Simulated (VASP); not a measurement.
# Al16HRu16 (a cell with a defect) in VASP: single point with PBE

Aim: the single point of Al16HRu16 (a cell with a defect) with PBE.

Everything below comes from runs of VASP 6.6.1. Logs are shortened: lines on timing, memory, paths and dates and some standing lists are left out, and cuts for length are marked.

## 1. The cell of the first run

The cell holds a defect, 33 atoms: a = 8.495 Å, b = 8.495 Å, c = 8.495 Å, α = 60.00°, β = 60.00°, γ = 60.00°.

## 2. Single point, PBE

Contents of INCAR:

```
SYSTEM = Al16HRu16
  PREC = Accurate
  ENCUT = 520
  EDIFF = 1E-6
  ISMEAR = 1
  SIGMA = 0.1
  LREAL = Auto
  LASPH = .TRUE.
  NELM = 80
  ALGO = Normal
  ISIF = 2
  LWAVE = .FALSE.
  LCHARG = .FALSE.
  GGA = PE
  NBANDS = 158
```

Contents of KPOINTS:

```
Automatic mesh
0
G
  2 2 2
  0 0 0
```

Contents of POSCAR:

```
Al16HRu16
1.0
    0.0000000000      6.0068828200      6.0068828200
    6.0068828200      0.0000000000      6.0068828200
    6.0068828200      6.0068828200      0.0000000000
Al Ru H
16 16 1
Direct
    0.0017690900      0.0004737900     -0.0008994000
    0.2517022300      0.2487352300      0.2494593700
    0.0015004000     -0.0014805700      0.4996790400
    0.2497526500      0.2484642000      0.7511241600
    0.0010194500      0.4997317400     -0.0006990500
    0.2507132400      0.7497250800      0.2498465900
    0.0020838600      0.4990655800      0.5005123400
    0.2499528900      0.7497510000      0.7503662000
    0.5004882100     -0.0004820400      0.0000628000
    0.7504882500      0.2492166100      0.2498221700
    0.5004664200      0.0002827800      0.4998428300
    0.7511549500      0.2481507200      0.7514331300
    0.5001125900      0.4999121700      0.0010543700
    0.7561067100      0.7639662300      0.2356313800
    0.4862790200      0.4941140500      0.5054674600
    0.7503227700      0.7501060000      0.7508478900
    0.1257922800      0.1244217500      0.1250079800
    0.3749081000      0.3735114300      0.3741306900
    0.1259768900      0.1242502400      0.6247863300
    0.3756189300      0.3743096900      0.8756135100
    0.1262599200      0.6242735500      0.1249718200
    0.3765925800      0.8736343600      0.3752757600
    0.1229661600      0.6254515300      0.6260720400
    0.3756435800      0.8745885400      0.8751483600
    0.6247705900      0.1272651000      0.1242648200
    0.8790926200      0.3711371200      0.3729889500
    0.6259557300      0.1239619700      0.6252796500
    0.8754331100      0.3747963400      0.8753326500
    0.6259249400      0.6243056500      0.1259574500
    0.8759273500      0.8746153700      0.3753085900
    0.6236388900      0.6265944300      0.6284405700
    0.8767147400      0.8753143500      0.8723253500
    0.6891710100      0.5610746400      0.4385055200
```

Potentials or basis: VASP PAW PBE potentials, release 64 (Al, Ru_pv, H).

Run with:

```bash
$ cat potpaw_PBE.64/Al/POTCAR potpaw_PBE.64/Ru_pv/POTCAR potpaw_PBE.64/H/POTCAR > POTCAR
$ mpirun -np 1 vasp_std > vasp.out
```

OUTCAR:

```text
SYSTEM = Al16HRu16
   PREC = Accurate
   ENCUT = 520
   EDIFF = 1E-6
   ISMEAR = 1
   LREAL = Auto
   LASPH = .TRUE.
   NELM = 80
   ISIF = 2
   GGA = PE

 ion  position               nearest neighbor table
   1  0.002  0.000  0.999-  24 2.59  17 2.59  19 2.60  28 2.60  21 2.61  30 2.61  32 2.61  25 2.61
                            14 2.90   4 2.98  12 2.99   8 3.00  10 3.00   6 3.00
   2  0.252  0.249  0.249-  26 2.58  18 2.58  25 2.59  20 2.59  17 2.60  22 2.60  19 2.60  21 2.60
                             9 3.00  11 3.00  13 3.00   3 3.01   5 3.01   7 3.01
   3  0.002  0.999  0.500-  26 2.58  32 2.58  23 2.59  30 2.59  17 2.60  22 2.60  19 2.60  27 2.60
                             6 3.00   8 3.00  16 3.00   2 3.01  10 3.01  12 3.01
   4  0.250  0.248  0.751-  24 2.59  17 2.59  28 2.60  19 2.60  20 2.61  27 2.61  23 2.61  18 2.61
                            15 2.90   1 2.98   7 2.99   5 3.00  11 3.00   9 3.00
   5  0.001  0.500  0.999-  23 2.59  26 2.59  28 2.60  20 2.60  29 2.60  17 2.60  21 2.60  32 2.61
                             8 3.00  16 3.00   4 3.00   2 3.01  14 3.01  10 3.01
   6  0.251  0.750  0.250-  17 2.60  24 2.60  21 2.60  30 2.60  29 2.60  22 2.60  18 2.61  23 2.61
                            15 2.95  13 3.00   3 3.00   7 3.00   9 3.00   1 3.00
   7  0.002  0.499  0.501-  18 2.59  23 2.59  19 2.60  28 2.60  21 2.60  30 2.60  26 2.63  31 2.63
                             4 2.99   6 3.00  16 3.01   2 3.01  12 3.01  14 3.07
   8  0.250  0.750  0.750-  32 2.59  31 2.59  19 2.60  21 2.60  22 2.60  24 2.60  20 2.60  23 2.61
                             5 3.00   3 3.00   1 3.00  13 3.01  15 3.01  11 3.01
   9  0.500  1.000  0.000-  24 2.60  17 2.60  27 2.60  20 2.60  29 2.60  22 2.60  32 2.61  25 2.61
[... 32 lines left out ...]
                            18 2.98  20 2.99  28 2.99  22 3.01  30 3.02  32 3.03
  26  0.879  0.371  0.373-  33 1.71   2 2.58   3 2.58   5 2.59  10 2.59   7 2.63  12 2.63  15 2.73
                            14 2.73  17 2.97  19 3.00  29 3.00  21 3.01  27 3.01  31 3.07
  27  0.626  0.124  0.625-  15 2.57  16 2.59  11 2.60   9 2.60  10 2.60  12 2.60   3 2.60   4 2.61
                            32 2.99  30 3.00  24 3.00  26 3.01  20 3.01  18 3.02
  28  0.875  0.375  0.875-   4 2.60   1 2.60  10 2.60   5 2.60   7 2.60  12 2.60  16 2.60  13 2.60
                            23 2.99  25 2.99  31 3.00  17 3.00  29 3.00  19 3.01
  29  0.626  0.624  0.126-  10 2.60   5 2.60  13 2.60  16 2.60   6 2.60   9 2.60  15 2.64  14 2.64
                            22 3.00  28 3.00  26 3.00  24 3.01  32 3.01  18 3.01
  30  0.876  0.875  0.375-  14 2.57   3 2.59  10 2.60   6 2.60  11 2.60  16 2.60   7 2.60   1 2.61
                            23 2.99  27 3.00  17 3.00  31 3.01  21 3.01  25 3.02
  31  0.624  0.627  0.628-  33 1.71  16 2.58  13 2.58   8 2.59  11 2.59  12 2.63   7 2.63  14 2.73
                            15 2.73  24 2.97  28 3.00  22 3.00  20 3.01  30 3.01  26 3.07
  32  0.877  0.875  0.872-  14 2.52   3 2.58  12 2.59  16 2.59   8 2.59   5 2.61   9 2.61   1 2.61
                            23 2.98  27 2.99  19 2.99  29 3.01  21 3.02  25 3.03
  33  0.689  0.561  0.439-  31 1.71  26 1.71  14 1.81  15 1.82

  LATTYP: Found a face centered cubic cell.
 ALAT       =    12.0137656400

  Lattice vectors:

 A1 = (   0.0000000000,   6.0068828200,   6.0068828200)
 A2 = (   6.0068828200,   0.0000000000,   6.0068828200)
 A3 = (   6.0068828200,   6.0068828200,   0.0000000000)

Analysis of symmetry for initial positions (statically):
=====================================================================
 Subroutine PRICEL returns:
 Original cell was already a primitive cell.

 Routine SETGRP: Setting up the symmetry group for a
 face centered cubic supercell.

 Subroutine GETGRP returns: Found  1 space group operations
 (whereof  1 operations were pure point group operations)
 out of a pool of 48 trial point group operations.

The static configuration has the point symmetry C_1 .

Analysis of symmetry for dynamics (positions and initial velocities):
=====================================================================
 Subroutine PRICEL returns:
 Original cell was already a primitive cell.

 Routine SETGRP: Setting up the symmetry group for a
 face centered cubic supercell.

 Subroutine GETGRP returns: Found  1 space group operations
 (whereof  1 operations were pure point group operations)
 out of a pool of 48 trial point group operations.

The dynamic configuration has the point symmetry C_1 .

 Subroutine INISYM returns: Found  1 space group operations
 (whereof  1 operations are pure point group operations),
 and found     1 'primitive' translations

----------------------------------------------------------------------------------------

                                     Primitive cell

  volume of cell :     433.4884

  direct lattice vectors                    reciprocal lattice vectors
     0.000000000  6.006882820  6.006882820    -0.083237848  0.083237848  0.083237848
     6.006882820  0.000000000  6.006882820     0.083237848 -0.083237848  0.083237848
     6.006882820  6.006882820  0.000000000     0.083237848  0.083237848 -0.083237848

  length of vectors
[... 73 lines left out ...]
----------------------------------------------------------------------------------------

 KPOINTS: Automatic mesh

Automatic generation of k-mesh.
 Grid dimensions read from file:
 generate k-points for:    2    2    2

 Generating k-lattice:

  Cartesian coordinates                     Fractional coordinates (reciprocal lattice)
    -0.041618924  0.041618924  0.041618924     0.500000000  0.000000000  0.000000000
     0.041618924 -0.041618924  0.041618924     0.000000000  0.500000000  0.000000000
     0.041618924  0.041618924 -0.041618924     0.000000000  0.000000000  0.500000000

  Length of vectors
     0.072086091  0.072086091  0.072086091

  Shift w.r.t. Gamma in fractional coordinates (k-lattice)
     0.000000000  0.000000000  0.000000000

 Subroutine IBZKPT returns following result:
 ===========================================

 Found      8 irreducible k-points:

 Following reciprocal coordinates:
            Coordinates               Weight
  0.000000  0.000000  0.000000      1.000000
  0.500000  0.000000  0.000000      1.000000
  0.000000  0.500000  0.000000      1.000000
  0.000000  0.000000  0.500000      1.000000
  0.500000  0.500000  0.500000      1.000000
  0.500000  0.500000  0.000000      1.000000
  0.000000  0.500000  0.500000      1.000000
  0.500000  0.000000  0.500000      1.000000
   k-points           NKPTS =      8   k-points in BZ     NKDIM =      8   number of bands    NBANDS=    158
   number of dos      NEDOS =    301   number of ions     NIONS =     33
   total plane-waves  NPLWV = 262144
   dimension x,y,z NGX =    64 NGY =   64 NGZ =   64
   dimension x,y,z NGXF=   128 NGYF=  128 NGZF=  128
   ions per type =              16  16   1
   NGX,Y,Z   is equivalent  to a cutoff of  12.52, 12.52, 12.52 a.u.
   NGXF,Y,Z  is equivalent  to a cutoff of  25.05, 25.05, 25.05 a.u.
 SYSTEM =  Al16HRu16
   PREC   = accura    normal or accurate (medium, high low for compatibility)
   ISTART =      0    job   : 0-new  1-cont  2-samecut
   ICHARG =      2    charge: 1-file 2-atom 10-const
   ISPIN  =      1    spin polarized calculation?
   LNONCOLLINEAR =      F non collinear calculations
   LSORBIT =      F    spin-orbit coupling
   LASPH  =      T    aspherical Exc in radial PAW
   ENCUT  =  520.0 eV  38.22 Ry    6.18 a.u.  15.80 15.80 15.80*2*pi/ulx,y,z
   NELM   =     80;   NELMIN=  2; NELMDL= -5     # of ELM steps
   EDIFF  = 0.1E-05   stopping-criterion for ELM
   LREAL  =      T    real-space projection
   EDIFFG = 0.1E-04   stopping-criterion for IOM
   NSW    =      0    number of steps for IOM
   IBRION =     -1    ionic relax: 0-MD 1-quasi-New 2-CG
   NFREE  =      0    steps in history (QN), initial steepest desc. (CG)
   ISIF   =      2    stress and relaxation
   ISYM   =      2    0-nonsym 1-usesym 2-fastsym
   POTIM  = 0.5000    time-step for ionic-motion
   TEBEG  =    0.0;   TEEND  =   0.0 temperature during run
   PSTRESS=    0.0 pullay stress
   NELECT =     273.0000    total number of electrons
   NUPDOWN=      -1.0000    fix difference up-down
   EMIN   =  10.00;   EMAX   =-10.00  energy-range for DOS
   EFERMI =   0.00;   METHOD = LEGACY
   ISMEAR =     1;   SIGMA  =   0.10  broadening in eV -4-tet -1-fermi 0-gaus
   EFERMI_NEDOS =   21; number of points for ismear=-14 and -15
   IALGO  =     38    algorithm
   IMIX   =      4    mixing-type and parameters
     AMIX     =   0.40;   BMIX     =  1.00
     AMIX_MAG =   1.60;   BMIX_MAG =  1.00
  volume/ion in A,a.u.               =      13.14        88.65
  Fermi-wavevector in a.u.,A,eV,Ry     =   1.403255  2.651767 26.791561  1.969124
  Thomas-Fermi vector in A             =   2.525935
   LORBIT       =      0    0 simple, 1 ext, 2 COOP (PROOUT), +10 PAW based schemes
   GGA     = PE    functional components
   LHFCALC =     F    Hartree Fock is set to
   AEXX    =    0.0000 exact exchange contribution
   IVDW    =     0    specifies the selected vdW correction
   LEPSILON=     F    determine dielectric tensor
   LRPA    =     F    only Hartree local field effects (RPA)
 non-spin polarized calculation
 Methfessel and Paxton  Order N= 1 SIGMA  =   0.10
  energy-cutoff  :      520.00
  volume of cell :      433.49
 maximum number of plane-waves:     11708
 NGX is ok and might be reduce to    64
   NGX = 31   NGY = 31   NGZ = 31

 number of electron     273.0000059 magnetization

 Free energy of the ion-electron system (eV)
  ---------------------------------------------------
  ext. energy  EPLUGINS =         0.00000000
  ---------------------------------------------------
  free energy    TOTEN  =      -231.76595214 eV

  energy without entropy =     -231.74391805  energy(sigma->0) =     -231.75860745

 E-fermi :  10.6769     XC(G=0): -12.5232

 val. band max:       10.4210745007   @ k =   0.0000   0.5000   0.0000
 cond. band min:      10.6927976809   @ k =   0.0000   0.0000   0.5000
 fundamental gap:      0.2717231802
 Fermi energy:        10.6769118728

 k-point     1 :       0.0000    0.0000    0.0000
  band No.  band energies     occupation
      1     -31.5727      2.00000
      2     -31.4833      2.00000
      3     -31.3749      2.00000
      4     -31.3550      2.00000
      5     -31.3458      2.00000
      6     -31.3368      2.00000
[... 1197 lines left out ...]
    147      12.6461     -0.00000
    148      12.6946      0.00000
 [bands above 148 left out]

------------------------ aborting loop because EDIFF is reached ----------------------------------------

  FORCE on cell =-STRESS in cart. coord.  units (eV):
  Direction    XX          YY          ZZ          XY          YZ          ZX
  --------------------------------------------------------------------------------------
  -------------------------------------------------------------------------------------
  Total        2.5557431      2.0876694      4.5115767      0.0002646     -0.0003485      0.0020989
  in kB        9.4460515      7.7160466     16.6748315      0.0009781     -0.0012881      0.0077576
  external PRESSURE =      11.2789765 kB  Pullay stress =       0.0000000 kB

 VOLUME and BASIS-vectors are now :
 -----------------------------------------------------------------------------
  energy-cutoff  :      520.00
  volume of cell :      433.49
      direct lattice vectors                 reciprocal lattice vectors
     0.000000000  6.006882820  6.006882820    -0.083237848  0.083237848  0.083237848
     6.006882820  0.000000000  6.006882820     0.083237848 -0.083237848  0.083237848
     6.006882820  6.006882820  0.000000000     0.083237848  0.083237848 -0.083237848

 POSITION                                       TOTAL-FORCE (eV/Angst)
 -----------------------------------------------------------------------------------
      6.00433      6.01211      0.01347         0.000095     -0.024697     -0.086842
      2.99260      3.01042      3.00607        -0.045529      0.021662      0.009126
      8.99950      3.01053      6.00700        -0.045457      0.021868     -0.009308
      6.00441      6.01215      2.99273        -0.000446     -0.024644      0.085255
      9.00451      6.00881      3.00795         0.006636     -0.006043      0.032455
      6.00431      3.00680      6.00952        -0.001074      0.024026     -0.018900
[... 25 lines left out ...]
     10.49787     10.50628     10.52423        -0.003518     -0.043395      0.037987
      6.00436      6.77382      7.51008        -0.000201      0.243096     -0.000119
 -----------------------------------------------------------------------------------
    total drift:                                0.002863     -0.012804     -0.005537

  FREE ENERGIE OF THE ION-ELECTRON SYSTEM (eV)
  ---------------------------------------------------
  free  energy   TOTEN  =      -231.7659521418 eV

  energy  without entropy=     -231.7439180544  energy(sigma->0) =     -231.75860745
```

Wall time 22 min (1 thread of Intel Xeon Platinum 8259CL at 2.50GHz (Skylake/Cascade Lake), shared host); peak memory 0.77 GiB.

Results:

| Quantity | Value |
| --- | --- |
| Free energy | -231.7660 eV |
| Pressure | 1.1 GPa |
| Largest force | 0.243 eV/Å |
| Band gap on the k mesh | zero (an odd number of electrons rules out a gap without spin polarisation) |

Forces in eV/Å, atoms in the order of the input:
```
Al   0.000 -0.025 -0.087
Al  -0.046  0.022  0.009
Al  -0.045  0.022 -0.009
Al   0.000 -0.025  0.085
Al   0.007 -0.006  0.032
Al  -0.001  0.024 -0.019
Al   0.000 -0.028  0.027
Al  -0.005 -0.004 -0.035
Al  -0.002  0.025  0.021
Al   0.007 -0.006 -0.033
Al  -0.007 -0.005  0.034
Al   0.000 -0.028 -0.027
Al   0.049  0.024 -0.009
Al  -0.001 -0.019  0.056
Al  -0.001 -0.020 -0.055
Al   0.048  0.023  0.010
Ru   0.152 -0.005  0.000
Ru  -0.003 -0.043 -0.037
Ru   0.009  0.008 -0.001
Ru  -0.005  0.008 -0.011
Ru   0.005  0.008  0.010
Ru  -0.050  0.020  0.000
Ru   0.003 -0.043 -0.037
Ru  -0.152 -0.005 -0.001
Ru   0.002 -0.043  0.037
Ru   0.116 -0.061 -0.001
Ru   0.005  0.007 -0.010
Ru  -0.009  0.007  0.000
Ru   0.050  0.020 -0.001
Ru  -0.005  0.007  0.010
Ru  -0.117 -0.061  0.000
Ru  -0.004 -0.043  0.038
H    0.000  0.243  0.000
```

Stress tensor (GPa, compression positive):
```
0.94 0.00 0.00
0.00 0.77 0.00
0.00 0.00 1.67
```

Levels at points of the mesh, in eV from the Fermi level:
| k point | band 133 | band 134 | band 135 | band 136 | band 137 | band 138 | band 139 | band 140 |
| --- | --- | --- | --- | --- | --- | --- | --- | --- |
| (0.00, 0.00, 0.00) | -1.21 | -1.20 | -1.18 | 0.09 | 0.12 | 0.12 | 0.35 | 0.36 |
| (0.50, 0.00, 0.00) | -0.32 | -0.30 | -0.29 | -0.28 | -0.27 | -0.26 | 0.02 | 0.03 |
| (0.00, 0.50, 0.00) | -0.32 | -0.30 | -0.29 | -0.28 | -0.27 | -0.26 | 0.02 | 0.03 |
| (0.00, 0.00, 0.50) | -0.32 | -0.30 | -0.29 | -0.28 | -0.27 | -0.26 | 0.02 | 0.03 |
| (0.50, 0.50, 0.50) | -0.32 | -0.30 | -0.29 | -0.28 | -0.27 | -0.26 | 0.02 | 0.03 |
| (0.50, 0.50, 0.00) | -0.50 | -0.49 | 0.19 | 0.24 | 0.60 | 0.64 | 0.65 | 0.66 |
| (0.00, 0.50, 0.50) | -0.52 | -0.51 | 0.24 | 0.24 | 0.28 | 0.57 | 0.61 | 0.64 |
| (0.50, 0.00, 0.50) | -0.50 | -0.50 | 0.22 | 0.25 | 0.57 | 0.58 | 0.60 | 0.65 |

Caveat: the k points lie up to 0.45 Å⁻¹ apart, too coarse for converged energies and pressures of a metal.

The gap in the log of VASP goes by the Fermi energy; the results here count the filled bands.